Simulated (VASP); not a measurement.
# CdS (F-43m) in VASP: further runs

CdS is run at these levels: revPBE+D4, BLYP+D4, BLYP+D3(BJ); tasks: single point, relaxation of cell and atoms.

All numbers are computed with VASP 6.6.1; they aren't measurements. Logs are shortened: lines on timing, memory, paths and dates and some standing lists are left out, and cuts for length are marked.

### Step 1. The cell of the first run

Symmetry: F-43m, No. 216, cubic system. The conventional cell has a = 5.846 Å, b = 5.846 Å, c = 5.846 Å, α = 90.00°, β = 90.00°, γ = 90.00°. Cd (site symmetry -43m) has 4 S at 2.53 Å within 3.3 Å. S (site symmetry -43m) has 4 Cd at 2.53 Å within 3.3 Å.

### Step 2. Single point, revPBE+D4

File INCAR:

```
SYSTEM = CdS
PREC = Accurate
ENCUT = 520
EDIFF = 1E-7
ISMEAR = -1
SIGMA = 0.05
LREAL = .False.
LASPH = .True.
NELM = 80
ALGO = Normal
ISIF = 2
LWAVE = .False.
LCHARG = .True.
GGA = RE
IVDW = 13
LELF = .True.
LVHAR = .True.
NBANDS = 16
```

File KPOINTS:

```
regular mesh
0
Gamma
  8 8 8
  0 0 0
```

File POSCAR:

```
CdS
1.0
    0.0000000000      2.9231701616      2.9231701616
    2.9231701616      0.0000000000      2.9231701616
    2.9231701616      2.9231701616      0.0000000000
Cd S
1 1
Direct
    0.0000000000      0.0000000000      0.0000000000
    0.7500000000      0.7500000000      0.7500000000
```

Potentials or basis: VASP PAW PBE potentials, release 64 (Cd, S).

On the command line:

```bash
$ cat potpaw_PBE.64/Cd/POTCAR potpaw_PBE.64/S/POTCAR > POTCAR
$ mpirun -np 1 vasp_std > vasp.out
```

OUTCAR:

```text
SYSTEM = CdS
   PREC = Accurate
   ENCUT = 520
   EDIFF = 1E-7
   ISMEAR = -1
   LREAL = .False.
   LASPH = .True.
   NELM = 80
   ISIF = 2
   GGA = RE
   IVDW = 13

 ion  position               nearest neighbor table
   1  0.000  0.000  0.000-   2 2.53   2 2.53   2 2.53   2 2.53
   2  0.750  0.750  0.750-   1 2.53   1 2.53   1 2.53   1 2.53

  LATTYP: Found a face centered cubic cell.
 ALAT       =     5.8463403232

  Lattice vectors:

 A1 = (   0.0000000000,   2.9231701616,   2.9231701616)
 A2 = (   2.9231701616,   0.0000000000,   2.9231701616)
 A3 = (   2.9231701616,   2.9231701616,   0.0000000000)

Analysis of symmetry for initial positions (statically):
=====================================================================
 Subroutine PRICEL returns:
 Original cell was already a primitive cell.

 Routine SETGRP: Setting up the symmetry group for a
 face centered cubic supercell.

 Subroutine GETGRP returns: Found 24 space group operations
 (whereof 24 operations were pure point group operations)
 out of a pool of 48 trial point group operations.

The static configuration has the point symmetry T_d .

Analysis of symmetry for dynamics (positions and initial velocities):
=====================================================================
 Subroutine PRICEL returns:
 Original cell was already a primitive cell.

 Routine SETGRP: Setting up the symmetry group for a
 face centered cubic supercell.

 Subroutine GETGRP returns: Found 24 space group operations
 (whereof 24 operations were pure point group operations)
 out of a pool of 48 trial point group operations.

The dynamic configuration has the point symmetry T_d .

 Subroutine INISYM returns: Found 24 space group operations
 (whereof 24 operations are pure point group operations),
 and found     1 'primitive' translations

----------------------------------------------------------------------------------------

                                     Primitive cell

  volume of cell :      49.9565

  direct lattice vectors                    reciprocal lattice vectors
     0.000000000  2.923170162  2.923170162    -0.171047176  0.171047176  0.171047176
     2.923170162  0.000000000  2.923170162     0.171047176 -0.171047176  0.171047176
     2.923170162  2.923170162  0.000000000     0.171047176  0.171047176 -0.171047176

  length of vectors
     4.133986888  4.133986888  4.133986888     0.296262399  0.296262399  0.296262399

  position of ions in fractional coordinates (direct lattice)
     0.000000000  0.000000000  0.000000000
     0.750000000  0.750000000  0.750000000

  ion indices of the primitive-cell ions
   primitive index   ion index
                 1           1
                 2           2

----------------------------------------------------------------------------------------

 KPOINTS: regular mesh

Automatic generation of k-mesh.
 Grid dimensions read from file:
 generate k-points for:    8    8    8

 Generating k-lattice:

  Cartesian coordinates                     Fractional coordinates (reciprocal lattice)
    -0.021380897  0.021380897  0.021380897     0.125000000  0.000000000  0.000000000
     0.021380897 -0.021380897  0.021380897     0.000000000  0.125000000  0.000000000
     0.021380897  0.021380897 -0.021380897     0.000000000  0.000000000  0.125000000

  Length of vectors
     0.037032800  0.037032800  0.037032800

  Shift w.r.t. Gamma in fractional coordinates (k-lattice)
     0.000000000  0.000000000  0.000000000

 Subroutine IBZKPT returns following result:
 ===========================================

 Found     29 irreducible k-points:

 Following reciprocal coordinates:
            Coordinates               Weight
  0.000000  0.000000  0.000000      1.000000
  0.125000  0.000000  0.000000      8.000000
  0.250000  0.000000  0.000000      8.000000
  0.375000  0.000000  0.000000      8.000000
  0.500000  0.000000  0.000000      4.000000
  0.125000  0.125000  0.000000      6.000000
[... 16 lines left out ...]
  0.500000  0.250000  0.125000     48.000000
 -0.375000  0.250000  0.125000     24.000000
 [... further k-points ...]
   k-points           NKPTS =     29   k-points in BZ     NKDIM =     29   number of bands    NBANDS=     16
   number of dos      NEDOS =    301   number of ions     NIONS =      2
   total plane-waves  NPLWV =  32768
   dimension x,y,z NGX =    32 NGY =   32 NGZ =   32
   dimension x,y,z NGXF=    64 NGYF=   64 NGZF=   64
   ions per type =               1   1
   NGX,Y,Z   is equivalent  to a cutoff of  12.87, 12.87, 12.87 a.u.
   NGXF,Y,Z  is equivalent  to a cutoff of  25.74, 25.74, 25.74 a.u.
 SYSTEM =  CdS
   PREC   = accura    normal or accurate (medium, high low for compatibility)
   ISTART =      0    job   : 0-new  1-cont  2-samecut
   ICHARG =      2    charge: 1-file 2-atom 10-const
   ISPIN  =      1    spin polarized calculation?
   LNONCOLLINEAR =      F non collinear calculations
   LSORBIT =      F    spin-orbit coupling
   LASPH  =      T    aspherical Exc in radial PAW
   ENCUT  =  520.0 eV  38.22 Ry    6.18 a.u.   7.69  7.69  7.69*2*pi/ulx,y,z
   NELM   =     80;   NELMIN=  2; NELMDL= -5     # of ELM steps
   EDIFF  = 0.1E-06   stopping-criterion for ELM
   LREAL  =      F    real-space projection
   EDIFFG = 0.1E-05   stopping-criterion for IOM
   NSW    =      0    number of steps for IOM
   IBRION =     -1    ionic relax: 0-MD 1-quasi-New 2-CG
   NFREE  =      0    steps in history (QN), initial steepest desc. (CG)
   ISIF   =      2    stress and relaxation
   ISYM   =      2    0-nonsym 1-usesym 2-fastsym
   POTIM  = 0.5000    time-step for ionic-motion
   TEBEG  =    0.0;   TEEND  =   0.0 temperature during run
   PSTRESS=    0.0 pullay stress
   NELECT =      18.0000    total number of electrons
   NUPDOWN=      -1.0000    fix difference up-down
   EMIN   =  10.00;   EMAX   =-10.00  energy-range for DOS
   EFERMI =   0.00;   METHOD = LEGACY
   ISMEAR =    -1;   SIGMA  =   0.05  broadening in eV -4-tet -1-fermi 0-gaus
   EFERMI_NEDOS =   21; number of points for ismear=-14 and -15
   IALGO  =     38    algorithm
   IMIX   =      4    mixing-type and parameters
     AMIX     =   0.40;   BMIX     =  1.00
     AMIX_MAG =   1.60;   BMIX_MAG =  1.00
  volume/ion in A,a.u.               =      24.98       168.56
  Fermi-wavevector in a.u.,A,eV,Ry     =   1.164935  2.201407 18.464096  1.357073
  Thomas-Fermi vector in A             =   2.301467
   LORBIT       =      0    0 simple, 1 ext, 2 COOP (PROOUT), +10 PAW based schemes
   GGA     = RE    functional components
   LHFCALC =     F    Hartree Fock is set to
   AEXX    =    0.0000 exact exchange contribution
   IVDW    =    13    specifies the selected vdW correction
   LEPSILON=     F    determine dielectric tensor
   LRPA    =     F    only Hartree local field effects (RPA)
 non-spin polarized calculation
  energy-cutoff  :      520.00
  volume of cell :       49.96
 maximum number of plane-waves:      1365
   NGX = 15   NGY = 15   NGZ = 15

 number of electron      18.0000005 magnetization

 Free energy of the ion-electron system (eV)
  ---------------------------------------------------
  ext. energy  EPLUGINS =         0.00000000
  ---------------------------------------------------
  free energy    TOTEN  =        -5.54203851 eV

  energy without entropy =       -5.54203847  energy(sigma->0) =       -5.54203849

 E-fermi :   2.0188     XC(G=0):  -8.9327

 val. band max:        1.3438017116   @ k =   0.0000   0.0000   0.0000
 cond. band min:       2.6149065654   @ k =   0.0000   0.0000   0.0000
 fundamental gap:      1.2711048538
 Fermi energy:         2.0187826715

 k-point     1 :       0.0000    0.0000    0.0000
  band No.  band energies     occupation
      1     -10.9660      2.00000
      2      -6.3591      2.00000
      3      -6.3591      2.00000
      4      -6.3591      2.00000
      5      -5.8909      2.00000
      6      -5.8909      2.00000
[... 8 lines left out ...]
     15      12.8103      0.00000
     16      12.9578      0.00000

 k-point     2 :       0.1250    0.0000    0.0000
  band No.  band energies     occupation
      1     -10.9058      2.00000
      2      -6.3371      2.00000
      3      -6.3371      2.00000
      4      -6.3043      2.00000
      5      -5.8918      2.00000
      6      -5.8918      2.00000
[... 8 lines left out ...]
     15      12.2523      0.00000
     16      13.5256      0.00000

 k-point     3 :       0.2500    0.0000    0.0000
  band No.  band energies     occupation
      1     -10.7599      2.00000
      2      -6.2894      2.00000
      3      -6.2894      2.00000
      4      -6.1109      2.00000
      5      -5.8863      2.00000
      6      -5.8863      2.00000
[... 8 lines left out ...]
     15      12.0285      0.00000
     16      12.8647      0.00000

 k-point     4 :       0.3750    0.0000    0.0000
  band No.  band energies     occupation
      1     -10.6144      2.00000
      2      -6.2525      2.00000
      3      -6.2525      2.00000
      4      -5.8668      2.00000
      5      -5.8668      2.00000
      6      -5.7618      2.00000
[... 8 lines left out ...]
     15      12.8705      0.00000
     16      12.8705      0.00000
[... 324 lines left out ...]
 k-point    22 :       0.3750    0.2500    0.1250
  band No.  band energies     occupation
      1     -10.6529      2.00000
      2      -6.2378      2.00000
      3      -6.2122      2.00000
      4      -6.0467      2.00000
      5      -5.8815      2.00000
      6      -5.8300      2.00000
[... 8 lines left out ...]
     15      13.3579      0.00000
     16      15.3469      0.00000

 k-point    23 :       0.5000    0.2500    0.1250
  band No.  band energies     occupation
      1     -10.5385      2.00000
      2      -6.2023      2.00000
      3      -6.1777      2.00000
      4      -5.9526      2.00000
      5      -5.8574      2.00000
      6      -5.5984      2.00000
[... 8 lines left out ...]
     15      14.2191      0.00000
     16      14.4497      0.00000

 k-point    24 :      -0.3750    0.2500    0.1250
  band No.  band energies     occupation
      1     -10.4919      2.00000
      2      -6.1973      2.00000
      3      -6.1613      2.00000
      4      -5.9142      2.00000
      5      -5.8642      2.00000
      6      -5.4028      2.00000
[... 8 lines left out ...]
     15      13.7102      0.00000
     16      14.5122      0.00000

 [... further k-points ...]

------------------------ aborting loop because EDIFF is reached ----------------------------------------

  DFT-D4 for vdW energy calculation

  Edisp (eV):   -1.08141

  FORCE on cell =-STRESS in cart. coord.  units (eV):
  Direction    XX          YY          ZZ          XY          YZ          ZX
  --------------------------------------------------------------------------------------
  -------------------------------------------------------------------------------------
  Total       0.10224     0.10224     0.10224     0.00000     0.00000     0.00000
  in kB       3.27894     3.27894     3.27894     0.00000     0.00000     0.00000
  external pressure =        3.28 kB  Pullay stress =        0.00 kB

 VOLUME and BASIS-vectors are now :
 -----------------------------------------------------------------------------
  energy-cutoff  :      520.00
  volume of cell :       49.96
      direct lattice vectors                 reciprocal lattice vectors
     0.000000000  2.923170162  2.923170162    -0.171047176  0.171047176  0.171047176
     2.923170162  0.000000000  2.923170162     0.171047176 -0.171047176  0.171047176
     2.923170162  2.923170162  0.000000000     0.171047176  0.171047176 -0.171047176

 POSITION                                       TOTAL-FORCE (eV/Angst)
 -----------------------------------------------------------------------------------
      0.00000      0.00000      0.00000        -0.000000     -0.000000     -0.000000
      4.38476      4.38476      4.38476         0.000000      0.000000      0.000000
 -----------------------------------------------------------------------------------
    total drift:                                0.000001      0.000001      0.000000

  FREE ENERGIE OF THE ION-ELECTRON SYSTEM (eV)
  ---------------------------------------------------
  free  energy   TOTEN  =        -6.6234469242 eV

  energy  without entropy=       -6.6234468873  energy(sigma->0) =       -6.62344691
```

It took 31 s on 1 thread of Intel Xeon Platinum 8375C at 2.90GHz (Ice Lake), shared host; peak memory 0.18 GiB.

What came out:

| Item | Value |
| --- | --- |
| Free energy | -6.6234 eV |
| Pressure | 0.3 GPa |
| Band gap on the k mesh | 1.27 eV |
| Dispersion energy per atom | -0.541 eV |

Caveat: the PAW data sets were made with another functional, which shifts forces and pressure a little. A hybrid or GW would open this gap; revPBE tends to underestimate it.

### Step 3. Single point, BLYP+D4

This run uses another cell than the first one, of 25.52 Å³/atom.

File INCAR:

```
SYSTEM = CdS
PREC = Accurate ; ENCUT = 520
EDIFF = 1E-6 ; ISMEAR = -1
SIGMA = 0.05 ; LREAL = .FALSE.
LASPH = .TRUE. ; NELM = 100
ALGO = Normal ; ISIF = 2
LWAVE = .FALSE. ; LCHARG = .TRUE.
GGA = B5 ; ALDAX = 1.0
AGGAX = 1.0 ; AGGAC = 1.0
ALDAC = 0.0 ; IVDW = 13
VDW_S6 = 1.0 ; VDW_S8 = 2.34076671
VDW_A1 = 0.44488865 ; VDW_A2 = 4.0933009
LELF = .TRUE. ; LVHAR = .TRUE.
NBANDS = 16
```

File KPOINTS:

```
Automatic mesh
0
G
  8 8 8
  0 0 0
```

File POSCAR:

```
CdS
1.0
    0.0000000000      2.9441249106      2.9441249106
    2.9441249106      0.0000000000      2.9441249106
    2.9441249106      2.9441249106      0.0000000000
Cd S
1 1
Direct
    0.0000000000      0.0000000000      0.0000000000
    0.7500000000      0.7500000000      0.7500000000
```

Potentials or basis: VASP PAW PBE potentials, release 64 (Cd, S).

On the command line:

```bash
$ cat potpaw_PBE.64/Cd/POTCAR potpaw_PBE.64/S/POTCAR > POTCAR
$ mpirun -np 1 vasp_std > vasp.out
```

OUTCAR:

```text
SYSTEM = CdS
   PREC = Accurate
   ENCUT = 520
   EDIFF = 1E-6
   ISMEAR = -1
   LREAL = .FALSE.
   LASPH = .TRUE.
   NELM = 100
   ISIF = 2
   GGA = B5
   IVDW = 13

 ion  position               nearest neighbor table
   1  0.000  0.000  0.000-   2 2.55   2 2.55   2 2.55   2 2.55
   2  0.750  0.750  0.750-   1 2.55   1 2.55   1 2.55   1 2.55

  LATTYP: Found a face centered cubic cell.
 ALAT       =     5.8882498212

  Lattice vectors:

 A1 = (   0.0000000000,   2.9441249106,   2.9441249106)
 A2 = (   2.9441249106,   0.0000000000,   2.9441249106)
 A3 = (   2.9441249106,   2.9441249106,   0.0000000000)

Analysis of symmetry for initial positions (statically):
=====================================================================
 Subroutine PRICEL returns:
 Original cell was already a primitive cell.

 Routine SETGRP: Setting up the symmetry group for a
 face centered cubic supercell.

 Subroutine GETGRP returns: Found 24 space group operations
 (whereof 24 operations were pure point group operations)
 out of a pool of 48 trial point group operations.

The static configuration has the point symmetry T_d .

Analysis of symmetry for dynamics (positions and initial velocities):
=====================================================================
 Subroutine PRICEL returns:
[... 161 lines left out ...]
 Fermi energy:         2.0209371266

 k-point     1 :       0.0000    0.0000    0.0000
  band No.  band energies     occupation
      1     -10.7366      2.00000
      2      -6.2225      2.00000
      3      -6.2225      2.00000
      4      -6.2225      2.00000
      5      -5.7896      2.00000
      6      -5.7896      2.00000
[... 433 lines left out ...]
      3      -6.0375      2.00000
      4      -5.8115      2.00000
      5      -5.7647      2.00000
      6      -5.3300      2.00000
[... 8 lines left out ...]
     15      13.7626      0.00000
     16      14.5860      0.00000

 [... further k-points ...]

------------------------ aborting loop because EDIFF is reached ----------------------------------------

  DFT-D4 for vdW energy calculation

  Edisp (eV):   -1.13720

  FORCE on cell =-STRESS in cart. coord.  units (eV):
  Direction    XX          YY          ZZ          XY          YZ          ZX
  --------------------------------------------------------------------------------------
  -------------------------------------------------------------------------------------
  Total       0.11501     0.11501     0.11501     0.00000     0.00000    -0.00000
  in kB       3.61047     3.61047     3.61047     0.00000     0.00000    -0.00000
  external pressure =        3.61 kB  Pullay stress =        0.00 kB

 VOLUME and BASIS-vectors are now :
 -----------------------------------------------------------------------------
  energy-cutoff  :      520.00
  volume of cell :       51.04
      direct lattice vectors                 reciprocal lattice vectors
     0.000000000  2.944124911  2.944124911    -0.169829751  0.169829751  0.169829751
     2.944124911  0.000000000  2.944124911     0.169829751 -0.169829751  0.169829751
     2.944124911  2.944124911  0.000000000     0.169829751  0.169829751 -0.169829751

 POSITION                                       TOTAL-FORCE (eV/Angst)
 -----------------------------------------------------------------------------------
      0.00000      0.00000      0.00000         0.000000      0.000000      0.000000
      4.41619      4.41619      4.41619        -0.000000     -0.000000     -0.000000
 -----------------------------------------------------------------------------------
    total drift:                               -0.000000     -0.000000     -0.000000

  FREE ENERGIE OF THE ION-ELECTRON SYSTEM (eV)
  ---------------------------------------------------
  free  energy   TOTEN  =        -6.2973990438 eV

  energy  without entropy=       -6.2973987567  energy(sigma->0) =       -6.29739890
```

stdout:

```text
POSCAR found type information on POSCAR CdS
 POSCAR found :  2 types and       2 ions
 scaLAPACK will be used
 -----------------------------------------------------------------------------
|                                                                             |
|                                                                             |
|     You enforced a specific xc type in the INCAR file but a different       |
|     I HOPE YOU KNOW WHAT YOU ARE DOING!                                     |
|                                                                             |
 -----------------------------------------------------------------------------

 LDA part: xc-table for (Slater(with rela. corr.)+VWN5), standard interpolation
 POSCAR, INCAR and KPOINTS ok, starting setup
 FFT: planning ... GRIDC
 FFT: planning ... GRID_SOFT
 FFT: planning ... GRID
 WAVECAR not read
 entering main loop
```

Wall time 34 s (1 thread of Intel Xeon Platinum 8375C at 2.90GHz (Ice Lake), shared host); peak memory 0.18 GiB.

Results:

| Property | Result |
| --- | --- |
| Free energy | -6.2974 eV |
| Pressure | 0.4 GPa |
| Band gap on the k mesh | 1.05 eV |
| Dispersion energy per atom | -0.569 eV |

Caveat: the PAW data sets were made with another functional, which shifts forces and pressure a little.

(Part 1 of 2 ends here.)
